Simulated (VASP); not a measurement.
# Ga3I (Pm-3m) in VASP: notebook

Ga3I is run at these levels: PBE; tasks: single point, relaxation of cell and atoms.

Everything below comes from runs of VASP 6.6.1. Logs are shortened: lines on timing, memory, paths and dates and some standing lists are left out, and cuts for length are marked.

### 1 The cell of the first run

The structure is cubic, space group Pm-3m (No. 221). The conventional cell has a = 4.532 Å, b = 4.532 Å, c = 4.532 Å, α = 90.00°, β = 90.00°, γ = 90.00°. Within 4.2 Å of Ga (site symmetry 4/mmm) lie 8 Ga at 3.20 Å and 4 I at 3.20 Å. Within 4.2 Å of I (site symmetry m-3m) lie 12 Ga at 3.20 Å.

### 2 Single point, PBE

Contents of INCAR:

```
PREC = Accurate
ENCUT = 520
EDIFF = 1E-6
ISMEAR = 0
SIGMA = 0.1
LREAL = False
LASPH = True
NELM = 60
ALGO = Normal
ISIF = 2
LWAVE = False
LCHARG = False
GGA = PE
NBANDS = 31
```

Contents of KPOINTS:

```
Automatic mesh
0
Gamma
  4 4 4
```

Contents of POSCAR:

```
Ga3I
1.0
    4.5317543860      0.0000000000      0.0000000000
    0.0000000000      4.5317543860      0.0000000000
    0.0000000000      0.0000000000      4.5317543860
Ga I
3 1
Direct
    0.0000000000      0.5000000000      0.5000000000
    0.5000000000      0.0000000000      0.5000000000
    0.5000000000      0.5000000000      0.0000000000
    0.0000000000      0.0000000000      0.0000000000
```

Potentials or basis: VASP PAW PBE potentials, release 64 (Ga_d, I).

Run with:

```bash
> cat potpaw_PBE.64/Ga_d/POTCAR potpaw_PBE.64/I/POTCAR > POTCAR
> mpirun -np 1 vasp_std > vasp.out
```

OUTCAR:

```text
PREC = Accurate
   ENCUT = 520
   EDIFF = 1E-6
   ISMEAR = 0
   LREAL = False
   LASPH = True
   NELM = 60
   ISIF = 2
   GGA = PE

 ion  position               nearest neighbor table
   1  0.000  0.500  0.500-   4 3.20   4 3.20   4 3.20   4 3.20
   2  0.500  0.000  0.500-   4 3.20   4 3.20   4 3.20   4 3.20
   3  0.500  0.500  0.000-   4 3.20   4 3.20   4 3.20   4 3.20
   4  0.000  0.000  0.000-   1 3.20   2 3.20   3 3.20   1 3.20   2 3.20   1 3.20   3 3.20   1 3.20
                             2 3.20   3 3.20   2 3.20   3 3.20

  LATTYP: Found a simple cubic cell.
 ALAT       =     4.5317543860

  Lattice vectors:

 A1 = (   4.5317543860,   0.0000000000,   0.0000000000)
 A2 = (   0.0000000000,   4.5317543860,   0.0000000000)
 A3 = (   0.0000000000,   0.0000000000,   4.5317543860)

Analysis of symmetry for initial positions (statically):
=====================================================================
 Subroutine PRICEL returns:
 Original cell was already a primitive cell.

 Routine SETGRP: Setting up the symmetry group for a
 simple cubic supercell.

 Subroutine GETGRP returns: Found 48 space group operations
 (whereof 48 operations were pure point group operations)
 out of a pool of 48 trial point group operations.

The static configuration has the point symmetry O_h .

Analysis of symmetry for dynamics (positions and initial velocities):
=====================================================================
 Subroutine PRICEL returns:
 Original cell was already a primitive cell.

 Routine SETGRP: Setting up the symmetry group for a
 simple cubic supercell.

 Subroutine GETGRP returns: Found 48 space group operations
 (whereof 48 operations were pure point group operations)
 out of a pool of 48 trial point group operations.

The dynamic configuration has the point symmetry O_h .

 Subroutine INISYM returns: Found 48 space group operations
 (whereof 48 operations are pure point group operations),
 and found     1 'primitive' translations

----------------------------------------------------------------------------------------

                                     Primitive cell

  volume of cell :      93.0677

  direct lattice vectors                    reciprocal lattice vectors
     4.531754386  0.000000000  0.000000000     0.220665092  0.000000000  0.000000000
     0.000000000  4.531754386  0.000000000     0.000000000  0.220665092  0.000000000
     0.000000000  0.000000000  4.531754386     0.000000000  0.000000000  0.220665092

  length of vectors
     4.531754386  4.531754386  4.531754386     0.220665092  0.220665092  0.220665092

  position of ions in fractional coordinates (direct lattice)
     0.000000000  0.500000000  0.500000000
     0.500000000  0.000000000  0.500000000
     0.500000000  0.500000000  0.000000000
     0.000000000  0.000000000  0.000000000

  ion indices of the primitive-cell ions
   primitive index   ion index
                 1           1
                 2           2
                 3           3
                 4           4

----------------------------------------------------------------------------------------

 KPOINTS: Automatic mesh

Automatic generation of k-mesh.
 Grid dimensions read from file:
 generate k-points for:    4    4    4

 Generating k-lattice:

  Cartesian coordinates                     Fractional coordinates (reciprocal lattice)
     0.055166273  0.000000000  0.000000000     0.250000000  0.000000000  0.000000000
     0.000000000  0.055166273  0.000000000     0.000000000  0.250000000  0.000000000
     0.000000000  0.000000000  0.055166273     0.000000000  0.000000000  0.250000000

  Length of vectors
     0.055166273  0.055166273  0.055166273

  Shift w.r.t. Gamma in fractional coordinates (k-lattice)
     0.000000000  0.000000000  0.000000000

 Subroutine IBZKPT returns following result:
 ===========================================

 Found     10 irreducible k-points:

 Following reciprocal coordinates:
            Coordinates               Weight
  0.000000  0.000000  0.000000      1.000000
  0.250000  0.000000  0.000000      6.000000
  0.500000  0.000000  0.000000      3.000000
  0.250000  0.250000  0.000000     12.000000
  0.500000  0.250000  0.000000     12.000000
  0.500000  0.500000  0.000000      3.000000
  0.250000  0.250000  0.250000      8.000000
  0.500000  0.250000  0.250000     12.000000
  0.500000  0.500000  0.250000      6.000000
  0.500000  0.500000  0.500000      1.000000
   k-points           NKPTS =     10   k-points in BZ     NKDIM =     10   number of bands    NBANDS=     31
   number of dos      NEDOS =    301   number of ions     NIONS =      4
   total plane-waves  NPLWV =  46656
   dimension x,y,z NGX =    36 NGY =   36 NGZ =   36
   dimension x,y,z NGXF=    72 NGYF=   72 NGZF=   72
   ions per type =               3   1
   NGX,Y,Z   is equivalent  to a cutoff of  13.21, 13.21, 13.21 a.u.
   NGXF,Y,Z  is equivalent  to a cutoff of  26.41, 26.41, 26.41 a.u.
 SYSTEM =  unknown system
   PREC   = accura    normal or accurate (medium, high low for compatibility)
   ISTART =      0    job   : 0-new  1-cont  2-samecut
   ICHARG =      2    charge: 1-file 2-atom 10-const
   ISPIN  =      1    spin polarized calculation?
   LNONCOLLINEAR =      F non collinear calculations
   LSORBIT =      F    spin-orbit coupling
   LASPH  =      T    aspherical Exc in radial PAW
   ENCUT  =  520.0 eV  38.22 Ry    6.18 a.u.   8.43  8.43  8.43*2*pi/ulx,y,z
   NELM   =     60;   NELMIN=  2; NELMDL= -5     # of ELM steps
   EDIFF  = 0.1E-05   stopping-criterion for ELM
   LREAL  =      F    real-space projection
   EDIFFG = 0.1E-04   stopping-criterion for IOM
   NSW    =      0    number of steps for IOM
   IBRION =     -1    ionic relax: 0-MD 1-quasi-New 2-CG
   NFREE  =      0    steps in history (QN), initial steepest desc. (CG)
   ISIF   =      2    stress and relaxation
   ISYM   =      2    0-nonsym 1-usesym 2-fastsym
   POTIM  = 0.5000    time-step for ionic-motion
   TEBEG  =    0.0;   TEEND  =   0.0 temperature during run
   PSTRESS=    0.0 pullay stress
   NELECT =      46.0000    total number of electrons
   NUPDOWN=      -1.0000    fix difference up-down
   EMIN   =  10.00;   EMAX   =-10.00  energy-range for DOS
   EFERMI =   0.00;   METHOD = LEGACY
   ISMEAR =     0;   SIGMA  =   0.10  broadening in eV -4-tet -1-fermi 0-gaus
   EFERMI_NEDOS =   21; number of points for ismear=-14 and -15
   IALGO  =     38    algorithm
   IMIX   =      4    mixing-type and parameters
     AMIX     =   0.40;   BMIX     =  1.00
     AMIX_MAG =   1.60;   BMIX_MAG =  1.00
  volume/ion in A,a.u.               =      23.27       157.01
  Fermi-wavevector in a.u.,A,eV,Ry     =   1.294378  2.446019 22.795392  1.675414
  Thomas-Fermi vector in A             =   2.425964
   LORBIT       =      0    0 simple, 1 ext, 2 COOP (PROOUT), +10 PAW based schemes
   GGA     = PE    functional components
   LHFCALC =     F    Hartree Fock is set to
   AEXX    =    0.0000 exact exchange contribution
   IVDW    =     0    specifies the selected vdW correction
   LEPSILON=     F    determine dielectric tensor
   LRPA    =     F    only Hartree local field effects (RPA)
 non-spin polarized calculation
 Gauss-broadening in eV      SIGMA  =   0.10
  energy-cutoff  :      520.00
  volume of cell :       93.07
 maximum number of plane-waves:      2522
 NGX is ok and might be reduce to    36
   NGX = 17   NGY = 17   NGZ = 17

 number of electron      46.0000054 magnetization

 Free energy of the ion-electron system (eV)
  ---------------------------------------------------
  ext. energy  EPLUGINS =         0.00000000
  ---------------------------------------------------
  free energy    TOTEN  =        -9.41581070 eV

  energy without entropy =       -9.40195130  energy(sigma->0) =       -9.40888100

 E-fermi :   6.2528     XC(G=0): -10.2554

 val. band max:        5.9372602409   @ k =   0.2500   0.2500   0.0000
 cond. band min:       6.3080308606   @ k =   0.2500   0.0000   0.0000
 fundamental gap:      0.3707706197
 Fermi energy:         6.2527654034

 k-point     1 :       0.0000    0.0000    0.0000
  band No.  band energies     occupation
      1      -9.1858      2.00000
      2      -9.0133      2.00000
      3      -9.0133      2.00000
      4      -9.0133      2.00000
      5      -9.0103      2.00000
      6      -9.0103      2.00000
[... 23 lines left out ...]
     30      11.7480      0.00000
     31      11.8846      0.00000

 k-point     2 :       0.2500    0.0000    0.0000
  band No.  band energies     occupation
      1      -9.0929      2.00000
      2      -9.0070      2.00000
      3      -9.0045      2.00000
      4      -8.9955      2.00000
      5      -8.9955      2.00000
      6      -8.9924      2.00000
[... 23 lines left out ...]
     30      12.2845      0.00000
     31      12.8097      0.00000

 k-point     3 :       0.5000    0.0000    0.0000
  band No.  band energies     occupation
      1      -9.0053      2.00000
      2      -8.9912      2.00000
      3      -8.9792      2.00000
      4      -8.9792      2.00000
      5      -8.9656      2.00000
      6      -8.9617      2.00000
[... 23 lines left out ...]
     30      11.5301      0.00000
     31      11.5301      0.00000

 k-point     4 :       0.2500    0.2500    0.0000
  band No.  band energies     occupation
      1      -9.0735      2.00000
      2      -9.0008      2.00000
      3      -8.9963      2.00000
      4      -8.9940      2.00000
      5      -8.9740      2.00000
      6      -8.9633      2.00000
[... 159 lines left out ...]
     30      11.7153      0.00000
     31      12.3463      0.00000

 k-point     9 :       0.5000    0.5000    0.2500
  band No.  band energies     occupation
      1      -9.2180      2.00000
      2      -8.9851      2.00000
      3      -8.9851      2.00000
      4      -8.9720      2.00000
      5      -8.9514      2.00000
      6      -8.9423      2.00000
[... 23 lines left out ...]
     30      12.7939      0.00000
     31      13.6632      0.00000

 k-point    10 :       0.5000    0.5000    0.5000
  band No.  band energies     occupation
      1      -9.2884      2.00000
      2      -8.9866      2.00000
      3      -8.9866      2.00000
      4      -8.9866      2.00000
      5      -8.9523      2.00000
      6      -8.9523      2.00000
[... 23 lines left out ...]
     30      13.9493      0.00000
     31      13.9493      0.00000

------------------------ aborting loop because EDIFF is reached ----------------------------------------

  FORCE on cell =-STRESS in cart. coord.  units (eV):
  Direction    XX          YY          ZZ          XY          YZ          ZX
  --------------------------------------------------------------------------------------
  -------------------------------------------------------------------------------------
  Total        2.6599203      2.6599203      2.6599203      0.0000000     -0.0000000      0.0000000
  in kB       45.7909982     45.7909982     45.7909982      0.0000000     -0.0000000      0.0000000
  external PRESSURE =      45.7909982 kB  Pullay stress =       0.0000000 kB

 VOLUME and BASIS-vectors are now :
 -----------------------------------------------------------------------------
  energy-cutoff  :      520.00
  volume of cell :       93.07
      direct lattice vectors                 reciprocal lattice vectors
     4.531754386  0.000000000  0.000000000     0.220665092  0.000000000  0.000000000
     0.000000000  4.531754386  0.000000000     0.000000000  0.220665092  0.000000000
     0.000000000  0.000000000  4.531754386     0.000000000  0.000000000  0.220665092

 POSITION                                       TOTAL-FORCE (eV/Angst)
 -----------------------------------------------------------------------------------
      0.00000      2.26588      2.26588         0.000000      0.000000      0.000000
      2.26588      0.00000      2.26588         0.000000      0.000000      0.000000
      2.26588      2.26588      0.00000         0.000000      0.000000      0.000000
      0.00000      0.00000      0.00000         0.000000      0.000000      0.000000
 -----------------------------------------------------------------------------------
    total drift:                                0.000000      0.000000      0.000000

  FREE ENERGIE OF THE ION-ELECTRON SYSTEM (eV)
  ---------------------------------------------------
  free  energy   TOTEN  =        -9.4158106976 eV

  energy  without entropy=       -9.4019512982  energy(sigma->0) =       -9.40888100
```

Run time: 19 s. Hardware: 1 thread of AMD EPYC 9R45 (Zen 5), shared host; peak memory 0.18 GiB.

What came out:

```yaml
Free_energy: -9.4158 eV
Pressure: 4.6 GPa
Band_gap_on_the_k_mesh: zero (band 23 reaches 7.12 eV, above the bottom of band 24 at 5.37 eV)
```

Caveat: spin-orbit coupling is left out, which moves the levels of the heavy elements.

(Continued in part 2 of 2.)
